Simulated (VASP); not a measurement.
Input of a VASP 6.6.1 run:

Contents of INCAR:

```
SYSTEM = Sn
  ALGO = Normal
  EDIFF = 1E-7
  ENCUT = 520
  ISIF = 2
  ISMEAR = -1
  LASPH = .True.
  LCHARG = .True.
  LELF = .True.
  LREAL = .False.
  LVHAR = .True.
  LWAVE = .False.
  NBANDS = 36
  NELM = 60
  PREC = Accurate
  SIGMA = 0.02
```

File KPOINTS:

```
k-points
0
Gamma
  6 6 4
  0 0 0
```

The input POSCAR:

```
Sn
1.0
    4.5831608225      0.0000000000      0.0000000000
   -2.2915804112      3.9691337019      0.0000000000
    0.0000000000      0.0000000000      7.4587422720
Sn
4
Direct
    0.3333333333      0.6666666667     -0.0009246185
    0.6666666667      0.3333333333      0.4990753815
    0.3333333333      0.6666666667      0.3759246185
    0.6666666667      0.3333333333      0.8759246185
```

Potentials or basis: VASP PAW LDA potentials, release 64 (Sn_d).

Launch:

```console
$ cat potpaw_LDA.64/Sn_d/POTCAR > POTCAR
$ mpirun -np 1 vasp_std > vasp.out
```

(1) Predict the pressure.

(2) Predict the band gap on the k mesh.

## Answers

(1) 0.0 GPa.

(2) zero (bands 28 and 29 overlap by 0.20 eV).

Caveat: spin-orbit coupling is left out, which moves the levels of the heavy elements.
